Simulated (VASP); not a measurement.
# CdF2 (P-3m1) in VASP: single point with PBEsol

Aim: the single point of CdF2 with PBEsol.

Everything below comes from runs of VASP 6.6.1. Logs are shortened: lines on timing, memory, paths and dates and some standing lists are left out, and cuts for length are marked.

### Step 1. The cell of the first run

It takes space group P-3m1 (No. 164, trigonal). Conventional cell: a = 3.287 Å, b = 3.287 Å, c = 9.654 Å, α = 90.00°, β = 90.00°, γ = 120.00°. Within 3.0 Å of Cd (site symmetry 3m) lie 6 F at 2.26 Å. Within 3.1 Å of F (site symmetry 3m) lie 3 Cd at 2.26 Å and 4 F at 2.47 to 3.02 Å. Within 3.1 Å of F (site symmetry 3m) lie 3 Cd at 2.26 Å and 4 F at 2.47 to 3.03 Å.

### Step 2. Single point, PBEsol

INCAR

```
PREC = Accurate
ENCUT = 700
EDIFF = 1E-6
ISMEAR = -1
SIGMA = 0.03
LREAL = False
LASPH = True
NELM = 120
ALGO = Normal
ISIF = 2
LWAVE = False
LCHARG = False
GGA = PS
NBANDS = 43
GGA_COMPAT = False
```

KPOINTS

```
Automatic mesh
0
Gamma
  9 9 2
```

POSCAR

```
CdF2
1.0
    3.2868359248      0.0000000000      0.0000000000
   -1.6434179624      2.8464834090      0.0000000000
    0.0000000000      0.0000000000      9.6544104898
Cd F
2 4
Direct
    0.6666666667      0.3333333333      0.2502725842
    0.3333333333      0.6666666667      0.7497274158
    0.3333333333      0.6666666667      0.3781833946
    0.6666666667      0.3333333333      0.8776646636
    0.3333333333      0.6666666667      0.1223353364
    0.6666666667      0.3333333333      0.6218166054
```

Potentials or basis: VASP PAW PBE potentials, release 64 (Cd_sv_GW, F).

Run with:

```sh
$ cat potpaw_PBE.64/Cd_sv_GW/POTCAR potpaw_PBE.64/F/POTCAR > POTCAR
$ mpirun -np 1 vasp_std > vasp.out
```

OUTCAR:

```text
PREC = Accurate
   ENCUT = 700
   EDIFF = 1E-6
   ISMEAR = -1
   LREAL = False
   LASPH = True
   NELM = 120
   ISIF = 2
   GGA = PS

 ion  position               nearest neighbor table
   1  0.667  0.333  0.250-   3 2.26   3 2.26   3 2.26   5 2.26   5 2.26   5 2.26
   2  0.333  0.667  0.750-   6 2.26   6 2.26   6 2.26   4 2.26   4 2.26   4 2.26
   3  0.333  0.667  0.378-   1 2.26   1 2.26   1 2.26
   4  0.667  0.333  0.878-   2 2.26   2 2.26   2 2.26
   5  0.333  0.667  0.122-   1 2.26   1 2.26   1 2.26
   6  0.667  0.333  0.622-   2 2.26   2 2.26   2 2.26

  LATTYP: Found a hexagonal cell.
 ALAT       =     3.2868359248
 C/A-ratio  =     2.9372961446

  Lattice vectors:

 A1 = (   3.2868359248,   0.0000000000,   0.0000000000)
 A2 = (  -1.6434179624,   2.8464834090,   0.0000000000)
 A3 = (   0.0000000000,   0.0000000000,   9.6544104898)

Analysis of symmetry for initial positions (statically):
=====================================================================
 Subroutine PRICEL returns:
 Original cell was already a primitive cell.

 Routine SETGRP: Setting up the symmetry group for a
 hexagonal supercell.

 Subroutine GETGRP returns: Found 12 space group operations
 (whereof 12 operations were pure point group operations)
 out of a pool of 24 trial point group operations.

The static configuration has the point symmetry D_3d.

Analysis of symmetry for dynamics (positions and initial velocities):
=====================================================================
 Subroutine PRICEL returns:
 Original cell was already a primitive cell.

 Routine SETGRP: Setting up the symmetry group for a
 hexagonal supercell.

 Subroutine GETGRP returns: Found 12 space group operations
 (whereof 12 operations were pure point group operations)
 out of a pool of 24 trial point group operations.

The dynamic configuration has the point symmetry D_3d.

 Subroutine INISYM returns: Found 12 space group operations
 (whereof 12 operations are pure point group operations),
 and found     1 'primitive' translations

----------------------------------------------------------------------------------------

                                     Primitive cell

  volume of cell :      90.3259

  direct lattice vectors                    reciprocal lattice vectors
     3.286835925  0.000000000  0.000000000     0.304243967  0.175655336  0.000000000
    -1.643417962  2.846483409  0.000000000     0.000000000  0.351310672  0.000000000
     0.000000000  0.000000000  9.654410490     0.000000000  0.000000000  0.103579602

  length of vectors
     3.286835925  3.286835925  9.654410490     0.351310672  0.351310672  0.103579602

  position of ions in fractional coordinates (direct lattice)
     0.666666667  0.333333333  0.250272584
     0.333333333  0.666666667  0.749727416
     0.333333333  0.666666667  0.378183395
     0.666666667  0.333333333  0.877664664
     0.333333333  0.666666667  0.122335336
     0.666666667  0.333333333  0.621816605

  ion indices of the primitive-cell ions
   primitive index   ion index
                 1           1
                 2           2
                 3           3
                 4           4
                 5           5
                 6           6

----------------------------------------------------------------------------------------

 KPOINTS: Automatic mesh

Automatic generation of k-mesh.
 Grid dimensions read from file:
 generate k-points for:    9    9    2

 Generating k-lattice:

  Cartesian coordinates                     Fractional coordinates (reciprocal lattice)
     0.033804885  0.019517260  0.000000000     0.111111111 -0.000000000  0.000000000
     0.000000000  0.039034519  0.000000000     0.000000000  0.111111111  0.000000000
     0.000000000  0.000000000  0.051789801     0.000000000  0.000000000  0.500000000

  Length of vectors
     0.039034519  0.039034519  0.051789801

  Shift w.r.t. Gamma in fractional coordinates (k-lattice)
     0.000000000  0.000000000  0.000000000

 Subroutine IBZKPT returns following result:
 ===========================================

 Found     24 irreducible k-points:

 Following reciprocal coordinates:
            Coordinates               Weight
  0.000000  0.000000  0.000000      1.000000
  0.111111  0.000000  0.000000      6.000000
  0.222222  0.000000  0.000000      6.000000
  0.333333 -0.000000  0.000000      6.000000
  0.444444  0.000000  0.000000      6.000000
  0.111111  0.111111  0.000000      6.000000
[... 16 lines left out ...]
  0.333333  0.222222  0.500000     12.000000
  0.333333  0.333333  0.500000      2.000000
   k-points           NKPTS =     24   k-points in BZ     NKDIM =     24   number of bands    NBANDS=     43
   number of dos      NEDOS =    301   number of ions     NIONS =      6
   total plane-waves  NPLWV =  65856
   dimension x,y,z NGX =    28 NGY =   28 NGZ =   84
   dimension x,y,z NGXF=    56 NGYF=   56 NGZF=  168
   ions per type =               2   4
   NGX,Y,Z   is equivalent  to a cutoff of  14.16, 14.16, 14.46 a.u.
   NGXF,Y,Z  is equivalent  to a cutoff of  28.32, 28.32, 28.93 a.u.
 SYSTEM =  unknown system
   PREC   = accura    normal or accurate (medium, high low for compatibility)
   ISTART =      0    job   : 0-new  1-cont  2-samecut
   ICHARG =      2    charge: 1-file 2-atom 10-const
   ISPIN  =      1    spin polarized calculation?
   LNONCOLLINEAR =      F non collinear calculations
   LSORBIT =      F    spin-orbit coupling
   LASPH  =      T    aspherical Exc in radial PAW
   ENCUT  =  700.0 eV  51.45 Ry    7.17 a.u.   7.09  7.09 20.83*2*pi/ulx,y,z
   NELM   =    120;   NELMIN=  2; NELMDL= -5     # of ELM steps
   EDIFF  = 0.1E-05   stopping-criterion for ELM
   LREAL  =      F    real-space projection
   EDIFFG = 0.1E-04   stopping-criterion for IOM
   NSW    =      0    number of steps for IOM
   IBRION =     -1    ionic relax: 0-MD 1-quasi-New 2-CG
   NFREE  =      0    steps in history (QN), initial steepest desc. (CG)
   ISIF   =      2    stress and relaxation
   ISYM   =      2    0-nonsym 1-usesym 2-fastsym
   POTIM  = 0.5000    time-step for ionic-motion
   TEBEG  =    0.0;   TEEND  =   0.0 temperature during run
   PSTRESS=    0.0 pullay stress
   NELECT =      68.0000    total number of electrons
   NUPDOWN=      -1.0000    fix difference up-down
   EMIN   =  10.00;   EMAX   =-10.00  energy-range for DOS
   EFERMI =   0.00;   METHOD = LEGACY
   ISMEAR =    -1;   SIGMA  =   0.03  broadening in eV -4-tet -1-fermi 0-gaus
   EFERMI_NEDOS =   21; number of points for ismear=-14 and -15
   IALGO  =     38    algorithm
   IMIX   =      4    mixing-type and parameters
     AMIX     =   0.40;   BMIX     =  1.00
     AMIX_MAG =   1.60;   BMIX_MAG =  1.00
  volume/ion in A,a.u.               =      15.05       101.59
  Fermi-wavevector in a.u.,A,eV,Ry     =   1.489271  2.814314 30.176733  2.217927
  Thomas-Fermi vector in A             =   2.602200
   LORBIT       =      0    0 simple, 1 ext, 2 COOP (PROOUT), +10 PAW based schemes
   GGA     = PS    functional components
   LHFCALC =     F    Hartree Fock is set to
   AEXX    =    0.0000 exact exchange contribution
   IVDW    =     0    specifies the selected vdW correction
   LEPSILON=     F    determine dielectric tensor
   LRPA    =     F    only Hartree local field effects (RPA)
 non-spin polarized calculation
  energy-cutoff  :      700.00
  volume of cell :       90.33
 maximum number of plane-waves:      3837
   NGX = 15   NGY = 15   NGZ = 41

 number of electron      67.9999998 magnetization

 Free energy of the ion-electron system (eV)
  ---------------------------------------------------
  ext. energy  EPLUGINS =         0.00000000
  ---------------------------------------------------
  free energy    TOTEN  =       -21.79610768 eV

  energy without entropy =      -21.79610768  energy(sigma->0) =      -21.79610768

 E-fermi :  -0.1109     XC(G=0):  -9.9065

 val. band max:       -0.7999695561   @ k =   0.4444   0.0000   0.0000
 cond. band min:       1.5542276018   @ k =   0.0000   0.0000   0.0000
 fundamental gap:      2.3541971579
 Fermi energy:        -0.1108528018

 k-point     1 :       0.0000    0.0000    0.0000
  band No.  band energies     occupation
      1     -99.6546      2.00000
      2     -99.6545      2.00000
      3     -60.7996      2.00000
      4     -60.7996      2.00000
      5     -60.7996      2.00000
      6     -60.7996      2.00000
[... 35 lines left out ...]
     42      15.6294      0.00000
     43      15.6303      0.00000

 k-point     2 :       0.1111    0.0000    0.0000
  band No.  band energies     occupation
      1     -99.6545      2.00000
      2     -99.6545      2.00000
      3     -60.8014      2.00000
      4     -60.8014      2.00000
      5     -60.8000      2.00000
      6     -60.8000      2.00000
[... 35 lines left out ...]
     42      15.2055      0.00000
     43      15.4439      0.00000

 k-point     3 :       0.2222    0.0000    0.0000
  band No.  band energies     occupation
      1     -99.6542      2.00000
      2     -99.6542      2.00000
      3     -60.8059      2.00000
      4     -60.8059      2.00000
      5     -60.8012      2.00000
      6     -60.8012      2.00000
[... 35 lines left out ...]
     42      14.8136      0.00000
     43      14.9535      0.00000

 k-point     4 :       0.3333   -0.0000    0.0000
  band No.  band energies     occupation
      1     -99.6540      2.00000
      2     -99.6539      2.00000
      3     -60.8111      2.00000
      4     -60.8111      2.00000
      5     -60.8026      2.00000
      6     -60.8026      2.00000
[... 863 lines left out ...]
     42      12.8752      0.00000
     43      13.6506      0.00000

 k-point    23 :       0.3333    0.2222    0.5000
  band No.  band energies     occupation
      1     -99.6537      2.00000
      2     -99.6537      2.00000
      3     -60.8127      2.00000
      4     -60.8127      2.00000
      5     -60.8071      2.00000
      6     -60.8071      2.00000
[... 35 lines left out ...]
     42      12.4495      0.00000
     43      12.9702      0.00000

 k-point    24 :       0.3333    0.3333    0.5000
  band No.  band energies     occupation
      1     -99.6536      2.00000
      2     -99.6536      2.00000
      3     -60.8109      2.00000
      4     -60.8109      2.00000
      5     -60.8100      2.00000
      6     -60.8100      2.00000
[... 35 lines left out ...]
     42      12.3567      0.00000
     43      12.8660      0.00000

------------------------ aborting loop because EDIFF is reached ----------------------------------------

  FORCE on cell =-STRESS in cart. coord.  units (eV):
  Direction    XX          YY          ZZ          XY          YZ          ZX
  --------------------------------------------------------------------------------------
  -------------------------------------------------------------------------------------
  Total       -0.0786480     -0.0786480     -0.2053081      0.0000000      0.0000000      0.0000000
  in kB       -1.3950371     -1.3950371     -3.6417013      0.0000000      0.0000000      0.0000000
  external PRESSURE =      -2.1439252 kB  Pullay stress =       0.0000000 kB

 VOLUME and BASIS-vectors are now :
 -----------------------------------------------------------------------------
  energy-cutoff  :      700.00
  volume of cell :       90.33
      direct lattice vectors                 reciprocal lattice vectors
     3.286835925  0.000000000  0.000000000     0.304243967  0.175655336  0.000000000
    -1.643417962  2.846483409  0.000000000     0.000000000  0.351310672  0.000000000
     0.000000000  0.000000000  9.654410490     0.000000000  0.000000000  0.103579602

 POSITION                                       TOTAL-FORCE (eV/Angst)
 -----------------------------------------------------------------------------------
      1.64342      0.94883      2.41623        -0.000000      0.000000     -0.001722
     -0.00000      1.89766      7.23818         0.000000     -0.000000      0.001722
     -0.00000      1.89766      3.65114         0.000000     -0.000000      0.008930
      1.64342      0.94883      8.47333        -0.000000      0.000000      0.008692
     -0.00000      1.89766      1.18108         0.000000     -0.000000     -0.008692
      1.64342      0.94883      6.00327        -0.000000      0.000000     -0.008930
 -----------------------------------------------------------------------------------
    total drift:                                0.000000      0.000000      0.000000

  FREE ENERGIE OF THE ION-ELECTRON SYSTEM (eV)
  ---------------------------------------------------
  free  energy   TOTEN  =       -21.7961076797 eV

  energy  without entropy=      -21.7961076797  energy(sigma->0) =      -21.79610768
```

Run time: 2.7 min. Hardware: 1 thread of Intel Xeon Platinum 8259CL at 2.50GHz (Skylake/Cascade Lake), shared host; peak memory 0.32 GiB.

What came out:

```yaml
Free_energy: -21.7961 eV
Pressure: -0.2 GPa
Largest_force: 0.009 eV/Å
Band_gap_on_the_k_mesh: 2.35 eV (least direct gap 2.60 eV)
```

Forces in eV/Å, atoms in the order of the input:
```
Cd   0.000  0.000 -0.002
Cd   0.000  0.000  0.002
F    0.000  0.000  0.009
F    0.000  0.000  0.009
F    0.000  0.000 -0.009
F    0.000  0.000 -0.009
```

Caveat: the PAW data sets were made with another functional, which shifts forces and pressure a little. A k mesh can miss the band edges.
